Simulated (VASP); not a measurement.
# ZnSe (F-43m) in VASP: a series of runs

Runs on ZnSe. Level: PBE. Tasks: electric field gradients.

Everything below comes from runs of VASP 6.6.1. Logs are shortened: lines on timing, memory, paths and dates and some standing lists are left out, and cuts for length are marked.

### Step 1. The cell of the first run

The structure is cubic, space group F-43m (No. 216). Conventional cell: a = 5.553 Å, b = 5.553 Å, c = 5.553 Å, α = 90.00°, β = 90.00°, γ = 90.00°. Zn (site symmetry -43m) has 4 Se at 2.40 Å within 3.2 Å. Within 3.2 Å of Se (site symmetry -43m) lie 4 Zn at 2.40 Å.

### Step 2. Electric field gradients, PBE (volume scaled by 0.9405)

File INCAR:

```
ALGO = Normal
EDIFF = 1E-8
ENCUT = 520
GGA = PE
ISIF = 2
ISMEAR = -1
LASPH = True
LCHARG = False
LEFG = True
LREAL = False
LWAVE = False
NBANDS = 16
NELM = 60
PREC = Accurate
SIGMA = 0.03
```

File KPOINTS:

```
k-points
0
Gamma
  8 8 8
```

File POSCAR:

```
ZnSe
1.0
    0.0000000000      2.7764432175      2.7764432175
    2.7764432175      0.0000000000      2.7764432175
    2.7764432175      2.7764432175      0.0000000000
Zn Se
1 1
Direct
    0.0000000000      0.0000000000      0.0000000000
    0.7500000000      0.7500000000      0.7500000000
```

Potentials or basis: VASP PAW PBE potentials, release 64 (Zn, Se).

Started as:

```bash
$ cat potpaw_PBE.64/Zn/POTCAR potpaw_PBE.64/Se/POTCAR > POTCAR
$ mpirun -np 1 vasp_std > vasp.out
```

OUTCAR:

```text
EDIFF = 1E-8
   ENCUT = 520
   GGA = PE
   ISIF = 2
   ISMEAR = -1
   LASPH = True
   LREAL = False
   NELM = 60
   PREC = Accurate

 ion  position               nearest neighbor table
   1  0.000  0.000  0.000-   2 2.40   2 2.40   2 2.40   2 2.40
   2  0.750  0.750  0.750-   1 2.40   1 2.40   1 2.40   1 2.40

  LATTYP: Found a face centered cubic cell.
 ALAT       =     5.5528864350

  Lattice vectors:

 A1 = (   0.0000000000,   2.7764432175,   2.7764432175)
 A2 = (   2.7764432175,   0.0000000000,   2.7764432175)
 A3 = (   2.7764432175,   2.7764432175,   0.0000000000)

Analysis of symmetry for initial positions (statically):
=====================================================================
 Subroutine PRICEL returns:
 Original cell was already a primitive cell.

 Routine SETGRP: Setting up the symmetry group for a
 face centered cubic supercell.

 Subroutine GETGRP returns: Found 24 space group operations
 (whereof 24 operations were pure point group operations)
 out of a pool of 48 trial point group operations.

The static configuration has the point symmetry T_d .

Analysis of symmetry for dynamics (positions and initial velocities):
=====================================================================
 Subroutine PRICEL returns:
 Original cell was already a primitive cell.

 Routine SETGRP: Setting up the symmetry group for a
 face centered cubic supercell.

 Subroutine GETGRP returns: Found 24 space group operations
 (whereof 24 operations were pure point group operations)
 out of a pool of 48 trial point group operations.

The dynamic configuration has the point symmetry T_d .

 Subroutine INISYM returns: Found 24 space group operations
 (whereof 24 operations are pure point group operations),
 and found     1 'primitive' translations

----------------------------------------------------------------------------------------

                                     Primitive cell

  volume of cell :      42.8052

  direct lattice vectors                    reciprocal lattice vectors
     0.000000000  2.776443217  2.776443217    -0.180086521  0.180086521  0.180086521
     2.776443217  0.000000000  2.776443217     0.180086521 -0.180086521  0.180086521
     2.776443217  2.776443217  0.000000000     0.180086521  0.180086521 -0.180086521

  length of vectors
     3.926483653  3.926483653  3.926483653     0.311919004  0.311919004  0.311919004

  position of ions in fractional coordinates (direct lattice)
     0.000000000  0.000000000  0.000000000
     0.750000000  0.750000000  0.750000000

  ion indices of the primitive-cell ions
   primitive index   ion index
                 1           1
                 2           2

----------------------------------------------------------------------------------------

 KPOINTS: k-points

Automatic generation of k-mesh.
 Grid dimensions read from file:
 generate k-points for:    8    8    8

 Generating k-lattice:

  Cartesian coordinates                     Fractional coordinates (reciprocal lattice)
    -0.022510815  0.022510815  0.022510815     0.125000000  0.000000000  0.000000000
     0.022510815 -0.022510815  0.022510815     0.000000000  0.125000000  0.000000000
     0.022510815  0.022510815 -0.022510815     0.000000000  0.000000000  0.125000000

  Length of vectors
     0.038989876  0.038989876  0.038989876

  Shift w.r.t. Gamma in fractional coordinates (k-lattice)
     0.000000000  0.000000000  0.000000000

 Subroutine IBZKPT returns following result:
 ===========================================

 Found     29 irreducible k-points:

 Following reciprocal coordinates:
            Coordinates               Weight
  0.000000  0.000000  0.000000      1.000000
  0.125000  0.000000  0.000000      8.000000
  0.250000  0.000000  0.000000      8.000000
  0.375000  0.000000  0.000000      8.000000
  0.500000  0.000000  0.000000      4.000000
  0.125000  0.125000  0.000000      6.000000
[... 16 lines left out ...]
  0.500000  0.250000  0.125000     48.000000
 -0.375000  0.250000  0.125000     24.000000
 [... further k-points ...]
   k-points           NKPTS =     29   k-points in BZ     NKDIM =     29   number of bands    NBANDS=     16
   number of dos      NEDOS =    301   number of ions     NIONS =      2
   total plane-waves  NPLWV =  27000
   dimension x,y,z NGX =    30 NGY =   30 NGZ =   30
   dimension x,y,z NGXF=    60 NGYF=   60 NGZF=   60
   ions per type =               1   1
   NGX,Y,Z   is equivalent  to a cutoff of  12.70, 12.70, 12.70 a.u.
   NGXF,Y,Z  is equivalent  to a cutoff of  25.40, 25.40, 25.40 a.u.
 SYSTEM =  unknown system
   PREC   = accura    normal or accurate (medium, high low for compatibility)
   ISTART =      0    job   : 0-new  1-cont  2-samecut
   ICHARG =      2    charge: 1-file 2-atom 10-const
   ISPIN  =      1    spin polarized calculation?
   LNONCOLLINEAR =      F non collinear calculations
   LSORBIT =      F    spin-orbit coupling
   LASPH  =      T    aspherical Exc in radial PAW
   ENCUT  =  520.0 eV  38.22 Ry    6.18 a.u.   7.30  7.30  7.30*2*pi/ulx,y,z
   NELM   =     60;   NELMIN=  2; NELMDL= -5     # of ELM steps
   EDIFF  = 0.1E-07   stopping-criterion for ELM
   LREAL  =      F    real-space projection
   EDIFFG = 0.1E-06   stopping-criterion for IOM
   NSW    =      0    number of steps for IOM
   IBRION =     -1    ionic relax: 0-MD 1-quasi-New 2-CG
   NFREE  =      0    steps in history (QN), initial steepest desc. (CG)
   ISIF   =      2    stress and relaxation
   ISYM   =      2    0-nonsym 1-usesym 2-fastsym
   POTIM  = 0.5000    time-step for ionic-motion
   TEBEG  =    0.0;   TEEND  =   0.0 temperature during run
   PSTRESS=    0.0 pullay stress
   NELECT =      18.0000    total number of electrons
   NUPDOWN=      -1.0000    fix difference up-down
   EMIN   =  10.00;   EMAX   =-10.00  energy-range for DOS
   EFERMI =   0.00;   METHOD = LEGACY
   ISMEAR =    -1;   SIGMA  =   0.03  broadening in eV -4-tet -1-fermi 0-gaus
   EFERMI_NEDOS =   21; number of points for ismear=-14 and -15
   IALGO  =     38    algorithm
   IMIX   =      4    mixing-type and parameters
     AMIX     =   0.40;   BMIX     =  1.00
     AMIX_MAG =   1.60;   BMIX_MAG =  1.00
  volume/ion in A,a.u.               =      21.40       144.43
  Fermi-wavevector in a.u.,A,eV,Ry     =   1.226498  2.317745 20.467210  1.504298
  Thomas-Fermi vector in A             =   2.361497
   LORBIT       =      0    0 simple, 1 ext, 2 COOP (PROOUT), +10 PAW based schemes
   GGA     = PE    functional components
[... 5 lines left out ...]
 non-spin polarized calculation
  energy-cutoff  :      520.00
  volume of cell :       42.81
 maximum number of plane-waves:      1174
 NGX is ok and might be reduce to    30
   NGX = 15   NGY = 15   NGZ = 15

 number of electron      17.9999986 magnetization

 Free energy of the ion-electron system (eV)
  ---------------------------------------------------
  ext. energy  EPLUGINS =         0.00000000
  ---------------------------------------------------
  free energy    TOTEN  =        -5.94287012 eV

  energy without entropy =       -5.94287012  energy(sigma->0) =       -5.94287012

 E-fermi :   2.7270     XC(G=0):  -9.6049

 val. band max:        2.1600174641   @ k =   0.0000   0.0000   0.0000
 cond. band min:       3.7043666931   @ k =   0.0000   0.0000   0.0000
 fundamental gap:      1.5443492290
 Fermi energy:         2.7270007013

 k-point     1 :       0.0000    0.0000    0.0000
  band No.  band energies     occupation
      1     -11.5139      2.00000
      2      -4.6298      2.00000
      3      -4.6298      2.00000
      4      -4.6298      2.00000
      5      -4.2017      2.00000
      6      -4.2017      2.00000
[... 8 lines left out ...]
     15      13.7461      0.00000
     16      13.7461      0.00000

 k-point     2 :       0.1250    0.0000    0.0000
  band No.  band energies     occupation
      1     -11.4009      2.00000
      2      -4.6269      2.00000
      3      -4.6116      2.00000
      4      -4.6116      2.00000
      5      -4.2034      2.00000
      6      -4.2034      2.00000
[... 8 lines left out ...]
     15      12.9099      0.00000
     16      13.1929      0.00000
[... 387 lines left out ...]
      5      -4.1889      2.00000
      6      -4.1358      2.00000
[... 8 lines left out ...]
     15      15.0405      0.00000
     16      16.1229      0.00000

 k-point    24 :      -0.3750    0.2500    0.1250
  band No.  band energies     occupation
      1     -10.4645      2.00000
      2      -4.5178      2.00000
      3      -4.4699      2.00000
      4      -4.2451      2.00000
      5      -4.1947      2.00000
      6      -3.9632      2.00000
[... 8 lines left out ...]
     15      15.1296      0.00000
     16      16.0146      0.00000

 [... further k-points ...]
[... 5 lines left out ...]
  --------------------------------------------------------------------------------------
  -------------------------------------------------------------------------------------
  Total        1.8812896      1.8812896      1.8812896     -0.0000000      0.0000000     -0.0000000
  in kB       70.4157575     70.4157575     70.4157575     -0.0000000      0.0000000     -0.0000000
  external PRESSURE =      70.4157575 kB  Pullay stress =       0.0000000 kB

 VOLUME and BASIS-vectors are now :
 -----------------------------------------------------------------------------
  energy-cutoff  :      520.00
  volume of cell :       42.81
      direct lattice vectors                 reciprocal lattice vectors
     0.000000000  2.776443217  2.776443217    -0.180086521  0.180086521  0.180086521
     2.776443217  0.000000000  2.776443217     0.180086521 -0.180086521  0.180086521
     2.776443217  2.776443217  0.000000000     0.180086521  0.180086521 -0.180086521

 POSITION                                       TOTAL-FORCE (eV/Angst)
 -----------------------------------------------------------------------------------
      0.00000      0.00000      0.00000         0.000000      0.000000      0.000000
      4.16466      4.16466      4.16466        -0.000000     -0.000000     -0.000000
 -----------------------------------------------------------------------------------
    total drift:                               -0.000001     -0.000001     -0.000001

  FREE ENERGIE OF THE ION-ELECTRON SYSTEM (eV)
  ---------------------------------------------------
  free  energy   TOTEN  =        -5.9428701174 eV

  energy  without entropy=       -5.9428701174  energy(sigma->0) =       -5.94287012

 Electric field gradients (V/A^2)
---------------------------------------------------------------------
 ion       V_xx      V_yy      V_zz      V_xy      V_xz      V_yz
---------------------------------------------------------------------
   1      -0.000    -0.000    -0.000     0.005     0.005     0.005
   2       0.000    -0.000     0.000    -0.000    -0.000    -0.000
---------------------------------------------------------------------

 Electric field gradients after diagonalization (V/A^2)
 (convention: |V_zz| > |V_xx| > |V_yy|)
----------------------------------------------------------------------
 ion       V_xx      V_yy      V_zz     asymmetry (V_yy - V_xx)/ V_zz
----------------------------------------------------------------------
   1      -0.005    -0.005     0.010       0.000
   2       0.000     0.000    -0.001       0.000
----------------------------------------------------------------------

           NMR quadrupolar parameters

 Cq : quadrupolar parameter    Cq=e*Q*V_zz/h
 eta: asymmetry parameters     (V_yy - V_xx)/ V_zz
 Q  : nuclear electric quadrupole moment in mb (millibarn)
----------------------------------------------------------------------
 ion       Cq(MHz)       eta       Q (mb)
----------------------------------------------------------------------
   1       0.000       0.000       1.000
   2      -0.000       0.000       1.000
----------------------------------------------------------------------
```

Wall time 33 s (1 thread of AMD EPYC 7R43 (Zen 3), shared host); peak memory 0.14 GiB.

What came out:

| Item | Value |
| --- | --- |
| Free energy | -5.9429 eV |
| Pressure | 7.0 GPa |
| Band gap on the k mesh | 1.54 eV, direct |

Caveat: without QUAD_EFG the Cq values of the log hold for a quadrupole moment of 1 mb, not for the nuclei.

### Step 3. Electric field gradients, PBE (volume scaled by 0.97)

File INCAR:

```
PREC     = Accurate       # precision mode
ENCUT    = 520            # plane-wave cutoff, eV
EDIFF    = 1E-8           # SCF threshold, eV
ISMEAR   = -1             # smearing method
SIGMA    = 0.03           # smearing width, eV
LREAL    = F              # projectors in reciprocal space
LASPH    = T              # aspherical terms in the spheres
NELM     = 100            # most SCF steps
ALGO     = Normal         # electronic algorithm
ISIF     = 2              # what is computed and relaxed
LWAVE    = F              # write WAVECAR
LCHARG   = F              # write CHGCAR
GGA      = PE             # functional
LEFG     = T            
NBANDS   = 16             # bands
```

File KPOINTS:

```
regular mesh
0
Gamma
  8 8 8
```

File POSCAR:

```
ZnSe
1.0
    0.0000000000      2.8051738004      2.8051738004
    2.8051738004      0.0000000000      2.8051738004
    2.8051738004      2.8051738004      0.0000000000
Zn Se
1 1
Direct
    0.0000000000      0.0000000000      0.0000000000
    0.7500000000      0.7500000000      0.7500000000
```

Potentials or basis: VASP PAW PBE potentials, release 64 (Zn, Se).

Started as:

```bash
$ cat potpaw_PBE.64/Zn/POTCAR potpaw_PBE.64/Se/POTCAR > POTCAR
$ mpirun -np 1 vasp_std > vasp.out
```

OUTCAR:

```text
PREC = Accurate
   ENCUT = 520
   EDIFF = 1E-8
   ISMEAR = -1
   LREAL = F
   LASPH = T
   NELM = 100
   ISIF = 2
   GGA = PE

 ion  position               nearest neighbor table
   1  0.000  0.000  0.000-   2 2.43   2 2.43   2 2.43   2 2.43
   2  0.750  0.750  0.750-   1 2.43   1 2.43   1 2.43   1 2.43

  LATTYP: Found a face centered cubic cell.
 ALAT       =     5.6103476008

  Lattice vectors:

 A1 = (   0.0000000000,   2.8051738004,   2.8051738004)
 A2 = (   2.8051738004,   0.0000000000,   2.8051738004)
 A3 = (   2.8051738004,   2.8051738004,   0.0000000000)

[... 667 lines left out ...]
  free  energy   TOTEN  =        -5.9910653419 eV

  energy  without entropy=       -5.9910653419  energy(sigma->0) =       -5.99106534

 Electric field gradients (V/A^2)
---------------------------------------------------------------------
 ion       V_xx      V_yy      V_zz      V_xy      V_xz      V_yz
---------------------------------------------------------------------
   1       0.000    -0.000    -0.000     0.004     0.004     0.004
   2      -0.000    -0.000     0.000    -0.000    -0.000    -0.000
---------------------------------------------------------------------

 Electric field gradients after diagonalization (V/A^2)
 (convention: |V_zz| > |V_xx| > |V_yy|)
----------------------------------------------------------------------
 ion       V_xx      V_yy      V_zz     asymmetry (V_yy - V_xx)/ V_zz
----------------------------------------------------------------------
   1      -0.004    -0.004     0.007       0.000
   2       0.000     0.000    -0.000       0.000
----------------------------------------------------------------------

           NMR quadrupolar parameters

 Cq : quadrupolar parameter    Cq=e*Q*V_zz/h
 eta: asymmetry parameters     (V_yy - V_xx)/ V_zz
 Q  : nuclear electric quadrupole moment in mb (millibarn)
----------------------------------------------------------------------
 ion       Cq(MHz)       eta       Q (mb)
----------------------------------------------------------------------
   1       0.000       0.000       1.000
   2      -0.000       0.000       1.000
----------------------------------------------------------------------
```

OSZICAR:

```text
N       E                     dE             d eps       ncg     rms          rms(c)
DAV:   1     0.884672007948E+02    0.88467E+02   -0.88483E+03   928   0.130E+03
DAV:   2    -0.739731678674E+00   -0.89207E+02   -0.83891E+02  1040   0.257E+02
DAV:   3    -0.623566251182E+01   -0.54959E+01   -0.54749E+01  1128   0.617E+01
DAV:   4    -0.627904575429E+01   -0.43383E-01   -0.43378E-01  1144   0.587E+00
DAV:   5    -0.627924086270E+01   -0.19511E-03   -0.19511E-03  1184   0.355E-01    0.503E+00
DAV:   6    -0.601085174921E+01    0.26839E+00   -0.53281E-01  1376   0.244E+01    0.382E+00
DAV:   7    -0.599103224688E+01    0.19820E-01   -0.15886E-01  1080   0.359E+00    0.162E+00
DAV:   8    -0.599076340948E+01    0.26884E-03   -0.45253E-03  1248   0.727E-01    0.462E-01
DAV:   9    -0.599096599050E+01   -0.20258E-03   -0.11278E-03  1104   0.256E-01    0.654E-02
DAV:  10    -0.599107699083E+01   -0.11100E-03   -0.22339E-04  1160   0.112E-01    0.254E-02
DAV:  11    -0.599106410808E+01    0.12883E-04   -0.43293E-05  1128   0.585E-02    0.522E-03
DAV:  12    -0.599106503102E+01   -0.92294E-06   -0.58546E-06  1168   0.145E-02    0.245E-03
DAV:  13    -0.599106536170E+01   -0.33068E-06   -0.43961E-07  1120   0.465E-03    0.135E-03
DAV:  14    -0.599106531494E+01    0.46759E-07   -0.27954E-08  1208   0.180E-03    0.738E-04
DAV:  15    -0.599106534296E+01   -0.28027E-07   -0.11493E-08   920   0.735E-04    0.430E-05
DAV:  16    -0.599106534187E+01    0.10918E-08   -0.17848E-09   608   0.446E-04
   1 F= -.59910653E+01 E0= -.59910653E+01  d E =-.333543E-11
```

Run time: 32 s. Hardware: 1 thread of AMD EPYC 7R43 (Zen 3), shared host; peak memory 0.14 GiB.

Results:

```yaml
Free_energy: -5.9911 eV
Pressure: 4.5 GPa
Band_gap_on_the_k_mesh: 1.42 eV, direct
```

Caveat: without QUAD_EFG the Cq values of the log hold for a quadrupole moment of 1 mb, not for the nuclei.
